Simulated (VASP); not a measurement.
# PdRh4 in VASP: single point with LDA

Aim: the single point of PdRh4 with LDA.

All numbers are computed with VASP 6.6.1; they aren't measurements. Logs are shortened: lines on timing, memory, paths and dates and some standing lists are left out, and cuts for length are marked.

### Step 1. The cell of the first run

The cell holds a slab with vacuum, 5 atoms: a = 2.655 Å, b = 3.755 Å, c = 21.310 Å, α = 90.00°, β = 90.00°, γ = 90.00°.

### Step 2. Single point, LDA

File INCAR:

```
SYSTEM = PdRh4
PREC = Accurate ; ENCUT = 520
EDIFF = 1E-6 ; ISMEAR = -1
SIGMA = 0.08 ; LREAL = .False.
LASPH = .True. ; NELM = 100
ALGO = Normal ; ISIF = 2
LWAVE = .False. ; LCHARG = .False.
LDIPOL = .True. ; IDIPOL = 3
DIPOL = 0.5 0.5 0.500 ; NBANDS = 43
```

File KPOINTS:

```
regular mesh
0
Gamma
  14 10 1
  0 0 0
```

File POSCAR:

```
PdRh4
1.0
    2.6548623924      0.0000000000      0.0000000000
    0.0000000000      3.7545424016      0.0000000000
    0.0000000000      0.0000000000     21.3097000000
Pd Rh
1 4
Direct
    0.0000000000      0.0000000000      0.3809811454
    0.5000000000      0.5000000000      0.4355730437
    0.0000000000      0.0000000000      0.5000000001
    0.5000000000      0.5000000000      0.5644269563
    0.0000000000      0.0000000000      0.6190188543
```

Potentials or basis: VASP PAW LDA potentials, release 64 (Pd, Rh_pv).

On the command line:

```console
$ cat potpaw_LDA.64/Pd/POTCAR potpaw_LDA.64/Rh_pv/POTCAR > POTCAR
$ mpirun -np 1 vasp_std > vasp.out
```

OUTCAR:

```text
SYSTEM = PdRh4
   PREC = Accurate
   ENCUT = 520
   EDIFF = 1E-6
   ISMEAR = -1
   LREAL = .False.
   LASPH = .True.
   NELM = 100
   ISIF = 2

 ion  position               nearest neighbor table
   1  0.000  0.000  0.381-   3 2.54   2 2.58   2 2.58   2 2.58   2 2.58
   2  0.500  0.500  0.436-   1 2.58   1 2.58   1 2.58   1 2.58   3 2.68   3 2.68   3 2.68   3 2.68
                             4 2.75
   3  0.000  0.000  0.500-   5 2.54   1 2.54   4 2.68   4 2.68   4 2.68   4 2.68   2 2.68   2 2.68
                             2 2.68   2 2.68
   4  0.500  0.500  0.564-   5 2.58   5 2.58   5 2.58   5 2.58   3 2.68   3 2.68   3 2.68   3 2.68
                             2 2.75
   5  0.000  0.000  0.619-   3 2.54   4 2.58   4 2.58   4 2.58   4 2.58

  LATTYP: Found a simple orthorhombic cell.
 ALAT       =     2.6548623924
 B/A-ratio  =     1.4142135624
 C/A-ratio  =     8.0266683731

  Lattice vectors:

 A1 = (   2.6548623924,   0.0000000000,   0.0000000000)
 A2 = (   0.0000000000,   3.7545424016,   0.0000000000)
 A3 = (   0.0000000000,   0.0000000000,  21.3097000000)

Analysis of symmetry for initial positions (statically):
=====================================================================
 Subroutine PRICEL returns:
 Original cell was already a primitive cell.

 Routine SETGRP: Setting up the symmetry group for a
 simple orthorhombic supercell.

 Subroutine GETGRP returns: Found  4 space group operations
 (whereof  4 operations were pure point group operations)
 out of a pool of  8 trial point group operations.

The static configuration has the point symmetry C_2v.

Analysis of symmetry for dynamics (positions and initial velocities):
=====================================================================
 Subroutine PRICEL returns:
 Original cell was already a primitive cell.

 Routine SETGRP: Setting up the symmetry group for a
 simple orthorhombic supercell.

 Subroutine GETGRP returns: Found  4 space group operations
 (whereof  4 operations were pure point group operations)
 out of a pool of  8 trial point group operations.

The dynamic configuration has the point symmetry C_2v.

 Subroutine INISYM returns: Found  4 space group operations
 (whereof  4 operations are pure point group operations),
 and found     1 'primitive' translations

----------------------------------------------------------------------------------------

                                     Primitive cell

  volume of cell :     212.4107

  direct lattice vectors                    reciprocal lattice vectors
     2.654862392  0.000000000  0.000000000     0.376667357  0.000000000  0.000000000
     0.000000000  3.754542402  0.000000000     0.000000000  0.266344042  0.000000000
     0.000000000  0.000000000 21.309700000     0.000000000  0.000000000  0.046926986

  length of vectors
     2.654862392  3.754542402 21.309700000     0.376667357  0.266344042  0.046926986

  position of ions in fractional coordinates (direct lattice)
     0.000000000  0.000000000  0.380981145
     0.500000000  0.500000000  0.435573044
     0.000000000  0.000000000  0.500000000
     0.500000000  0.500000000  0.564426956
     0.000000000  0.000000000  0.619018854

  ion indices of the primitive-cell ions
   primitive index   ion index
                 1           1
                 2           2
                 3           3
                 4           4
                 5           5

----------------------------------------------------------------------------------------

 KPOINTS: regular mesh

Automatic generation of k-mesh.
 Grid dimensions read from file:
 generate k-points for:   14   10    1

 Generating k-lattice:

  Cartesian coordinates                     Fractional coordinates (reciprocal lattice)
     0.026904811  0.000000000  0.000000000     0.071428571  0.000000000  0.000000000
     0.000000000  0.026634404  0.000000000     0.000000000  0.100000000  0.000000000
     0.000000000  0.000000000  0.046926986     0.000000000  0.000000000  1.000000000

  Length of vectors
     0.026904811  0.026634404  0.046926986

  Shift w.r.t. Gamma in fractional coordinates (k-lattice)
     0.000000000  0.000000000  0.000000000

 Subroutine IBZKPT returns following result:
 ===========================================

 Found     48 irreducible k-points:

 Following reciprocal coordinates:
            Coordinates               Weight
  0.000000  0.000000  0.000000      1.000000
  0.071429  0.000000  0.000000      2.000000
  0.142857  0.000000  0.000000      2.000000
  0.214286  0.000000  0.000000      2.000000
  0.285714  0.000000  0.000000      2.000000
  0.357143  0.000000  0.000000      2.000000
[... 16 lines left out ...]
  0.428571  0.200000  0.000000      4.000000
  0.500000  0.200000  0.000000      2.000000
 [... further k-points ...]
   k-points           NKPTS =     48   k-points in BZ     NKDIM =     48   number of bands    NBANDS=     43
   number of dos      NEDOS =    301   number of ions     NIONS =      5
   total plane-waves  NPLWV =  89600
   dimension x,y,z NGX =    20 NGY =   28 NGZ =  160
   dimension x,y,z NGXF=    40 NGYF=   56 NGZF=  320
   ions per type =               1   4
   NGX,Y,Z   is equivalent  to a cutoff of  12.52, 12.40, 12.48 a.u.
   NGXF,Y,Z  is equivalent  to a cutoff of  25.05, 24.80, 24.96 a.u.
 SYSTEM =  PdRh4
   PREC   = accura    normal or accurate (medium, high low for compatibility)
   ISTART =      0    job   : 0-new  1-cont  2-samecut
   ICHARG =      2    charge: 1-file 2-atom 10-const
   ISPIN  =      1    spin polarized calculation?
   LNONCOLLINEAR =      F non collinear calculations
   LSORBIT =      F    spin-orbit coupling
   LASPH  =      T    aspherical Exc in radial PAW
   ENCUT  =  520.0 eV  38.22 Ry    6.18 a.u.   4.94  6.98 39.62*2*pi/ulx,y,z
   NELM   =    100;   NELMIN=  2; NELMDL= -5     # of ELM steps
   EDIFF  = 0.1E-05   stopping-criterion for ELM
   LREAL  =      F    real-space projection
   EDIFFG = 0.1E-04   stopping-criterion for IOM
   NSW    =      0    number of steps for IOM
   IBRION =     -1    ionic relax: 0-MD 1-quasi-New 2-CG
   NFREE  =      0    steps in history (QN), initial steepest desc. (CG)
   ISIF   =      2    stress and relaxation
   ISYM   =      2    0-nonsym 1-usesym 2-fastsym
   POTIM  = 0.5000    time-step for ionic-motion
   TEBEG  =    0.0;   TEEND  =   0.0 temperature during run
   PSTRESS=    0.0 pullay stress
   NELECT =      70.0000    total number of electrons
   NUPDOWN=      -1.0000    fix difference up-down
   EMIN   =  10.00;   EMAX   =-10.00  energy-range for DOS
   EFERMI =   0.00;   METHOD = LEGACY
   ISMEAR =    -1;   SIGMA  =   0.08  broadening in eV -4-tet -1-fermi 0-gaus
   EFERMI_NEDOS =   21; number of points for ismear=-14 and -15
   IALGO  =     38    algorithm
   IMIX   =      4    mixing-type and parameters
     AMIX     =   0.40;   BMIX     =  1.00
     AMIX_MAG =   1.60;   BMIX_MAG =  1.00
  volume/ion in A,a.u.               =      42.48       286.68
  Fermi-wavevector in a.u.,A,eV,Ry     =   1.130790  2.136884 17.397587  1.278687
  Thomas-Fermi vector in A             =   2.267488
   LORBIT       =      0    0 simple, 1 ext, 2 COOP (PROOUT), +10 PAW based schemes
   GGA     = CA    functional components
   LHFCALC =     F    Hartree Fock is set to
   AEXX    =    0.0000 exact exchange contribution
   IVDW    =     0    specifies the selected vdW correction
   LEPSILON=     F    determine dielectric tensor
   LRPA    =     F    only Hartree local field effects (RPA)
 non-spin polarized calculation
  energy-cutoff  :      520.00
  volume of cell :      212.41
 maximum number of plane-waves:      5800
 NGX is ok and might be reduce to    20
   NGX =  9   NGY = 13   NGZ = 79

 dipolmoment           0.000000      0.000000      0.032404 electrons x Angstroem

 number of electron      69.9999980 magnetization

 dipolmoment           0.000000      0.000000     -0.013042 electrons x Angstroem

 Free energy of the ion-electron system (eV)
  ---------------------------------------------------
  ext. energy  EPLUGINS =         0.00000000
  ---------------------------------------------------
  free energy    TOTEN  =       -37.79759459 eV

  energy without entropy =      -37.62241207  energy(sigma->0) =      -37.71000333

 E-fermi :   0.4162     XC(G=0):  -5.4828

 val. band max:        0.4151878935   @ k =   0.0714   0.3000   0.0000
 cond. band min:       0.4264783328   @ k =   0.2857   0.0000   0.0000
 fundamental gap:      0.0112904392
 Fermi energy:         0.4162478811

 k-point     1 :       0.0000    0.0000    0.0000
  band No.  band energies     occupation
      1     -46.4341      2.00000
      2     -46.3916      2.00000
      3     -46.1266      2.00000
      4     -46.0227      2.00000
      5     -45.9639      2.00000
      6     -45.8816      2.00000
[... 35 lines left out ...]
     42       5.0232      0.00000
     43       5.2004      0.00000

 k-point     2 :       0.0714    0.0000    0.0000
  band No.  band energies     occupation
      1     -46.4241      2.00000
      2     -46.3919      2.00000
      3     -46.1222      2.00000
      4     -46.0477      2.00000
      5     -45.9656      2.00000
      6     -45.8984      2.00000
[... 35 lines left out ...]
     42       5.1247      0.00000
     43       5.8457      0.00000

 k-point     3 :       0.1429    0.0000    0.0000
  band No.  band energies     occupation
      1     -46.3953      2.00000
      2     -46.3947      2.00000
      3     -46.1101      2.00000
      4     -46.1086      2.00000
      5     -46.0005      2.00000
      6     -45.9223      2.00000
[... 919 lines left out ...]
      6     -46.0267      2.00000
[... 35 lines left out ...]
     42       6.1670      0.00000
     43       7.3678      0.00000

 k-point    24 :       0.5000    0.2000    0.0000
  band No.  band energies     occupation
      1     -46.5104      2.00000
      2     -46.4481      2.00000
      3     -46.3377      2.00000
      4     -46.2061      2.00000
      5     -46.1443      2.00000
      6     -46.0299      2.00000
[... 35 lines left out ...]
     42       5.7479      0.00000
     43       7.2647      0.00000

 [... further k-points ...]

------------------------ aborting loop because EDIFF is reached ----------------------------------------

 vacuum level on the upper side and lower side of the slab       (xc-potential included)        -0.255        -0.020

  FORCE on cell =-STRESS in cart. coord.  units (eV):
  Direction    XX          YY          ZZ          XY          YZ          ZX
  --------------------------------------------------------------------------------------
  -------------------------------------------------------------------------------------
  Total       -2.0493652     -0.3289950      1.0923026      0.0000000      0.0000000      0.0000000
  in kB      -15.4580095     -2.4815528      8.2390509      0.0000000      0.0000000      0.0000000
  external PRESSURE =      -3.2335038 kB  Pullay stress =       0.0000000 kB

 VOLUME and BASIS-vectors are now :
 -----------------------------------------------------------------------------
  energy-cutoff  :      520.00
  volume of cell :      212.41
      direct lattice vectors                 reciprocal lattice vectors
     2.654862392  0.000000000  0.000000000     0.376667357  0.000000000  0.000000000
     0.000000000  3.754542402  0.000000000     0.000000000  0.266344042  0.000000000
     0.000000000  0.000000000 21.309700000     0.000000000  0.000000000  0.046926986

 POSITION                                       TOTAL-FORCE (eV/Angst)
 -----------------------------------------------------------------------------------
      0.00000      0.00000      8.11859         0.000000      0.000000     -1.034816
      1.32743      1.87727      9.28193         0.000000      0.000000      0.888558
      0.00000      0.00000     10.65485         0.000000      0.000000      0.303043
      1.32743      1.87727     12.02777         0.000000      0.000000     -0.104142
      0.00000      0.00000     13.19111         0.000000      0.000000     -0.052642
 -----------------------------------------------------------------------------------
    total drift:                               -0.000000      0.000000     -0.000289

  FREE ENERGIE OF THE ION-ELECTRON SYSTEM (eV)
  ---------------------------------------------------
  free  energy   TOTEN  =       -37.7975945887 eV

  energy  without entropy=      -37.6224120664  energy(sigma->0) =      -37.71000333

 vacuum level on the upper side and lower side of the slab         5.135         5.377
```

It took 11 min on 1 thread of Intel Xeon Platinum 8488C (Sapphire Rapids), shared host; peak memory 0.47 GiB.

What came out:

```yaml
Free_energy: -37.7976 eV
Largest_force: 1.035 eV/Å
Band_gap_on_the_k_mesh: zero (bands 35 and 36 overlap by 1.16 eV)
```

Forces on the atoms (eV/Å):
```
Pd   0.000  0.000 -1.035
Rh   0.000  0.000  0.889
Rh   0.000  0.000  0.303
Rh   0.000  0.000 -0.104
Rh   0.000  0.000 -0.053
```
